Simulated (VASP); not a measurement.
The system is C.

```
C
1.0
     2.55326    0.00000    0.00000
    -1.27663    2.16783    0.00000
     0.00000    0.00000    4.16887
C
4
Direct
  0.33318 0.66637 0.00020
  0.66682 0.33363 0.50020
  0.33318 0.66637 0.37480
  0.66682 0.33363 0.87480
```

This cell differs from its parent crystal: uniaxial x strain +2.0%.

Base run:

```yaml
Program: VASP 6.6.1
Functional: r2SCAN
Potentials_or_basis: VASP PAW PBE potentials, release 64 (C)
Cutoff: 520 eV
k_mesh: 12 × 12 × 6
Occupations: gaussian, width 0.01 eV
Spin: no spin polarisation
```

Its results: band gap on the k mesh 3.58 eV (least direct gap 4.83 eV); pressure -7.4 GPa; largest force 0.007 eV/Å.

Q: The run is repeated on the same cell with these changes: functional from r2SCAN to PBE; occupations from gaussian, width 0.01 eV to fermi-dirac, width 0.02 eV. What comes out?

A: Band gap on the k mesh 3.33 eV (least direct gap 4.62 eV); pressure -3.6 GPa; largest force 0.021 eV/Å.

Caveats: the cell stands under tension; the PAW data sets were made with another functional, which shifts forces and pressure a little (at least some runs).

A k mesh can miss the band edges.
